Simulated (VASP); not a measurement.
# Cu (P6_3/mmc) in VASP: elastic constants with PBEsol

Aim: the elastic constants of Cu with PBEsol.

Everything below comes from runs of VASP 6.6.1. Logs are shortened: lines on timing, memory, paths and dates and some standing lists are left out, and cuts for length are marked.

**1. The cell of the first run**

The structure is hexagonal, space group P6_3/mmc (No. 194). The conventional cell has a = 2.520 Å, b = 2.520 Å, c = 8.230 Å, α = 90.00°, β = 90.00°, γ = 120.00°. Within 3.3 Å of Cu (site symmetry -3m) lie 12 Cu at 2.52 Å. Cu (site symmetry -6m2) has 12 Cu at 2.52 Å within 3.3 Å.

This isn't the form of Cu at room conditions, which is fcc.

**2. Elastic constants, PBEsol**

INCAR reads:

```
SYSTEM = Cu
PREC = Accurate ; ENCUT = 600
EDIFF = 1E-8 ; ISMEAR = 1
SIGMA = 0.1 ; LREAL = .False.
LASPH = .True. ; NELM = 100
ALGO = Normal ; ISIF = 3
LWAVE = .False. ; LCHARG = .False.
GGA = PS ; IBRION = 6
NFREE = 2 ; POTIM = 0.015
NSW = 1 ; KPAR = 4
```

KPOINTS reads:

```
regular mesh
0
Gamma
  20 20 6
  0 0 0
```

POSCAR reads:

```
Cu
1.0
    2.5202467970      0.0000000000      0.0000000000
   -1.2601233985      2.1825977500      0.0000000000
    0.0000000000      0.0000000000      8.2295341577
Cu
4
Direct
    0.0000000000      0.0000000000      0.0000000000
    0.3333333333      0.6666666667      0.2500000000
    0.0000000000      0.0000000000      0.5000000000
    0.6666666667      0.3333333333      0.7500000000
```

Potentials or basis: VASP PAW PBE potentials, release 64 (Cu).

The run is started by

```bash
$ cat potpaw_PBE.64/Cu/POTCAR > POTCAR
$ mpirun -np 4 vasp_std > vasp.out
```

OUTCAR:

```text
SYSTEM = Cu
   PREC = Accurate
   ENCUT = 600
   EDIFF = 1E-8
   ISMEAR = 1
   LREAL = .False.
   LASPH = .True.
   NELM = 100
   ISIF = 3
   GGA = PS
   IBRION = 6
   NFREE = 2
   POTIM = 0.015
   NSW = 1

 ion  position               nearest neighbor table
   1  0.000  0.000  0.000-   2 2.52   4 2.52   2 2.52   4 2.52   4 2.52   2 2.52
   2  0.333  0.667  0.250-   1 2.52   3 2.52   1 2.52   3 2.52   1 2.52   3 2.52
   3  0.000  0.000  0.500-   2 2.52   4 2.52   2 2.52   4 2.52   4 2.52   2 2.52
   4  0.667  0.333  0.750-   1 2.52   3 2.52   1 2.52   3 2.52   1 2.52   3 2.52

  LATTYP: Found a hexagonal cell.
 ALAT       =     2.5202467970
 C/A-ratio  =     3.2653683629

  Lattice vectors:

 A1 = (   2.5202467970,   0.0000000000,   0.0000000000)
 A2 = (  -1.2601233985,   2.1825977500,   0.0000000000)
 A3 = (   0.0000000000,   0.0000000000,   8.2295341577)

Analysis of symmetry for initial positions (statically):
=====================================================================
 Subroutine PRICEL returns:
 Original cell was already a primitive cell.

 Routine SETGRP: Setting up the symmetry group for a
 hexagonal supercell.

 Subroutine GETGRP returns: Found 24 space group operations
 (whereof 12 operations were pure point group operations)
 out of a pool of 24 trial point group operations.

The static configuration has the point symmetry D_3d.
 The point group associated with its full space group is D_6h.

Analysis of symmetry for dynamics (positions and initial velocities):
=====================================================================
 Subroutine PRICEL returns:
 Original cell was already a primitive cell.

 Routine SETGRP: Setting up the symmetry group for a
 hexagonal supercell.

 Subroutine GETGRP returns: Found 24 space group operations
 (whereof 12 operations were pure point group operations)
 out of a pool of 24 trial point group operations.

The dynamic configuration has the point symmetry D_3d.
 The point group associated with its full space group is D_6h.

 Subroutine INISYM returns: Found 24 space group operations
 (whereof 12 operations are pure point group operations),
 and found     1 'primitive' translations

----------------------------------------------------------------------------------------

                                     Primitive cell

  volume of cell :      45.2681

  direct lattice vectors                    reciprocal lattice vectors
     2.520246797  0.000000000  0.000000000     0.396786537  0.229084814  0.000000000
    -1.260123398  2.182597750  0.000000000     0.000000000  0.458169628  0.000000000
     0.000000000  0.000000000  8.229534158     0.000000000  0.000000000  0.121513561

  length of vectors
     2.520246797  2.520246797  8.229534158     0.458169628  0.458169628  0.121513561

  position of ions in fractional coordinates (direct lattice)
     0.000000000  0.000000000  0.000000000
     0.333333333  0.666666667  0.250000000
     0.000000000  0.000000000  0.500000000
     0.666666667  0.333333333  0.750000000

  ion indices of the primitive-cell ions
   primitive index   ion index
                 1           1
                 2           2
                 3           3
                 4           4

----------------------------------------------------------------------------------------

 KPOINTS: regular mesh

Automatic generation of k-mesh.
 Grid dimensions read from file:
 generate k-points for:   20   20    6

 Generating k-lattice:

  Cartesian coordinates                     Fractional coordinates (reciprocal lattice)
     0.019839327  0.011454241  0.000000000     0.050000000 -0.000000000  0.000000000
     0.000000000  0.022908481  0.000000000     0.000000000  0.050000000  0.000000000
     0.000000000  0.000000000  0.020252260     0.000000000  0.000000000  0.166666667
[... 62 lines left out ...]
   NFREE  =      2    steps in history (QN), initial steepest desc. (CG)
   ISIF   =      3    stress and relaxation
   ISYM   =      2    0-nonsym 1-usesym 2-fastsym
   POTIM  = 0.0150    time-step for ionic-motion
   TEBEG  =    0.0;   TEEND  =   0.0 temperature during run
   PSTRESS=    0.0 pullay stress
   NELECT =      44.0000    total number of electrons
   NUPDOWN=      -1.0000    fix difference up-down
   EMIN   =  10.00;   EMAX   =-10.00  energy-range for DOS
   EFERMI =   0.00;   METHOD = LEGACY
   ISMEAR =     1;   SIGMA  =   0.10  broadening in eV -4-tet -1-fermi 0-gaus
   EFERMI_NEDOS =   21; number of points for ismear=-14 and -15
   IALGO  =     38    algorithm
   IMIX   =      4    mixing-type and parameters
     AMIX     =   0.40;   BMIX     =  1.00
     AMIX_MAG =   1.60;   BMIX_MAG =  1.00
  volume/ion in A,a.u.               =      11.32        76.37
  Fermi-wavevector in a.u.,A,eV,Ry     =   1.621667  3.064507 35.780659  2.629804
  Thomas-Fermi vector in A             =   2.715406
   LORBIT       =      0    0 simple, 1 ext, 2 COOP (PROOUT), +10 PAW based schemes
   GGA     = PS    functional components
   LHFCALC =     F    Hartree Fock is set to
   AEXX    =    0.0000 exact exchange contribution
   IVDW    =     0    specifies the selected vdW correction
   LEPSILON=     F    determine dielectric tensor
   LRPA    =     F    only Hartree local field effects (RPA)
 finite differences with symmetry
 non-spin polarized calculation
 Methfessel and Paxton  Order N= 1 SIGMA  =   0.10
  energy-cutoff  :      600.00
  volume of cell :       45.27
 maximum number of plane-waves:      1532
   NGX = 11   NGY = 11   NGZ = 33

--------------------------------------- Ionic step        1  -------------------------------------------

 number of electron      44.0000013 magnetization

 Free energy of the ion-electron system (eV)
  ---------------------------------------------------
  ext. energy  EPLUGINS =         0.00000000
  ---------------------------------------------------
  free energy    TOTEN  =       -17.21403536 eV

  energy without entropy =      -17.21371432  energy(sigma->0) =      -17.21392835

------------------------ aborting loop because EDIFF is reached ----------------------------------------

  FORCE on cell =-STRESS in cart. coord.  units (eV):
  Direction    XX          YY          ZZ          XY          YZ          ZX
  --------------------------------------------------------------------------------------
  -------------------------------------------------------------------------------------
  Total        0.2219416      0.2219416      0.2514097      0.0000000     -0.0000000      0.0000000
  in kB        7.8551996      7.8551996      8.8981690      0.0000000     -0.0000000      0.0000000
  external PRESSURE =       8.2028560 kB  Pullay stress =       0.0000000 kB
[... 95 lines left out ...]
  FREE ENERGIE OF THE ION-ELECTRON SYSTEM (eV)
  ---------------------------------------------------
  free  energy   TOTEN  =       -17.2015795976 eV

  energy  without entropy=      -17.2013203190  energy(sigma->0) =      -17.20149317

[... ionic steps 4 to 18 ...]

--------------------------------------- Ionic step       19  -------------------------------------------

 number of electron      44.0000017 magnetization

------------------------ aborting loop because EDIFF is reached ----------------------------------------
[... 71 lines left out ...]
--------------------------------------- Ionic step       21  -------------------------------------------

 number of electron      44.0000012 magnetization

 Free energy of the ion-electron system (eV)
  ---------------------------------------------------
  ext. energy  EPLUGINS =         0.00000000
  ---------------------------------------------------
  free energy    TOTEN  =       -17.21309876 eV

  energy without entropy =      -17.21278350  energy(sigma->0) =      -17.21299367

 E-fermi :   7.9207     XC(G=0): -13.1585

 val. band max:        7.9155606988   @ k =   0.3000   0.1500   0.0000
 cond. band min:       7.9207239229   @ k =   0.3500   0.0500   0.1667
 fundamental gap:      0.0051632241
 Fermi energy:         7.9206910741

 k-point     1 :       0.0000    0.0000    0.0000
  band No.  band energies     occupation
      1      -1.7808      2.00000
      2       0.3867      2.00000
      3       0.4193      2.00000
      4       2.5995      2.00000
      5       4.4953      2.00000
      6       4.5217      2.00000
[... 685 lines left out ...]
     25      13.0572      0.00000
     26      16.6421      0.00000

 [... further k-points ...]
[... 5 lines left out ...]
  --------------------------------------------------------------------------------------
  -------------------------------------------------------------------------------------
  Total        0.2215048      0.2215048      0.2555349      0.0000000     -0.0000000      0.0000000
  in kB        7.8397424      7.8397424      9.0441711      0.0000000     -0.0000000      0.0000000
  external PRESSURE =       8.2412186 kB  Pullay stress =       0.0000000 kB
[... 19 lines left out ...]
  FREE ENERGIE OF THE ION-ELECTRON SYSTEM (eV)
  ---------------------------------------------------
  free  energy   TOTEN  =       -17.2130987570 eV

  energy  without entropy=      -17.2127835015  energy(sigma->0) =      -17.21299367

 INTERNAL STRAIN TENSORS FROM STRAINED CELLS
 ============================================

 INTERNAL STRAIN TENSOR FOR ION    1 for displacements in x,y,z  (eV/Angst):
          X           Y           Z          XY          YZ          ZX
  --------------------------------------------------------------------------------
  x    -0.00000     0.00000     0.00000    -0.00000    -0.00000    -0.00000
  y     0.00000     0.00000     0.00000     0.00000     0.00000     0.00000
  z     0.00000     0.00000     0.00000     0.00000     0.00000     0.00000

 INTERNAL STRAIN TENSORS FROM DISPLACED ATOMS
 ============================================

 INTERNAL STRAIN TENSOR FOR ION    1 for displacements in x,y,z  (eV/Angst):
          X           Y           Z          XY          YZ          ZX
  --------------------------------------------------------------------------------
  x     0.00000     0.00000     0.00000     0.00000     0.00000     0.00000
  y     0.00000     0.00000     0.00000     0.00000     0.00000     0.00000
  z     0.00000     0.00000     0.00000     0.00000     0.00000     0.00000

 INTERNAL STRAIN TENSOR FOR ION    4 for displacements in x,y,z  (eV/Angst):
          X           Y           Z          XY          YZ          ZX
  --------------------------------------------------------------------------------
  x     0.00000     0.00000     0.00000    -2.25797     0.00000     0.00000
  y    -2.25797     2.25797    -0.00000     0.00000     0.00000     0.00000
  z    -0.00000    -0.00000    -0.00000     0.00000     0.00000     0.00000

 Eigenvectors and eigenvalues of the dynamical matrix
 ----------------------------------------------------

   1 f  =    7.805897 THz    49.045899 2PiTHz  260.376708 cm-1    32.282583 meV
             X         Y         Z           dx          dy          dz
      0.000000  0.000000  0.000000    -0.000000   -0.000000   -0.499899
     -0.000000  1.455065  2.057384     0.000000    0.000000    0.500101
      0.000000  0.000000  4.114767    -0.000000   -0.000000   -0.499899
      1.260123  0.727533  6.172151     0.000000    0.000000    0.500101
[... 71 lines left out ...]
  12 f/i=    0.020430 THz     0.128363 2PiTHz    0.681459 cm-1     0.084490 meV
             X         Y         Z           dx          dy          dz
      0.000000  0.000000  0.000000     0.495126    0.042675   -0.000000
     -0.000000  1.455065  2.057384     0.501162    0.043196   -0.000000
      0.000000  0.000000  4.114767     0.495126    0.042675   -0.000000
      1.260123  0.727533  6.172151     0.501162    0.043196   -0.000000

--------------------------------------------------------------------------------------------------------

 ELASTIC MODULI CONTR FROM IONIC RELAXATION (kBar)
 Direction    XX          YY          ZZ          XY          YZ          ZX
 --------------------------------------------------------------------------------
 XX        -231.4114    231.4114     -0.0000     -0.0000     -0.0000      0.0000
 YY         231.4114   -231.4114      0.0000      0.0000      0.0000      0.0000
 ZZ          -0.0000      0.0000     -0.0000     -0.0000      0.0000      0.0000
 XY          -0.0000      0.0000     -0.0000   -231.4114     -0.0000      0.0000
 YZ          -0.0000      0.0000      0.0000     -0.0000     -0.0000      0.0000
 ZX           0.0000      0.0000      0.0000      0.0000      0.0000      0.0000
 --------------------------------------------------------------------------------

 TOTAL ELASTIC MODULI (kBar)
 Direction    XX          YY          ZZ          XY          YZ          ZX
 --------------------------------------------------------------------------------
 XX        2467.9932   1536.1205    976.5532     -0.0000      0.0000      0.0000
 YY        1536.1205   2467.9932    976.5532      0.0000      0.0000      0.0000
 ZZ         976.5532    976.5532   3036.2664      0.0000      0.0000     -0.0000
 XY          -0.0000      0.0000      0.0000    465.9363     -0.0000     -0.0000
 YZ          -0.0000      0.0000      0.0000     -0.0000    274.4087      0.0000
 ZX           0.0000      0.0000     -0.0000      0.0000      0.0000    274.4087
 --------------------------------------------------------------------------------
```

Run time: 29 min. Hardware: 4 MPI ranks of AMD EPYC 9R45 (Zen 5), shared host; peak memory 1.4 GiB.

Results:

```yaml
Voigt_bulk_modulus: 166 GPa
Highest_phonon_frequency_at_Γ: 260 cm⁻¹
```

Phonon frequencies in cm⁻¹ (negative: imaginary):
```tsv
q point	frequencies
(0.000, 0.000, 0.000)	-1 -1 0 82 82 85 85 112 112 193 196 260
```

Elastic tensor in Voigt notation (GPa, in the Cartesian axes of the cell as first typed):
```
247 154  98   0   0   0
154 247  98   0   0   0
 98  98 304   0   0   0
  0   0   0  27   0   0
  0   0   0   0  27   0
  0   0   0   0   0  47
```

Clamped-ion elastic tensor (GPa):
```
270 130  98   0   0   0
130 270  98   0   0   0
 98  98 304   0   0   0
  0   0   0  27   0   0
  0   0   0   0  27   0
  0   0   0   0   0  70
```

Caveat: the PAW data sets were made with another functional, which shifts forces and pressure a little.
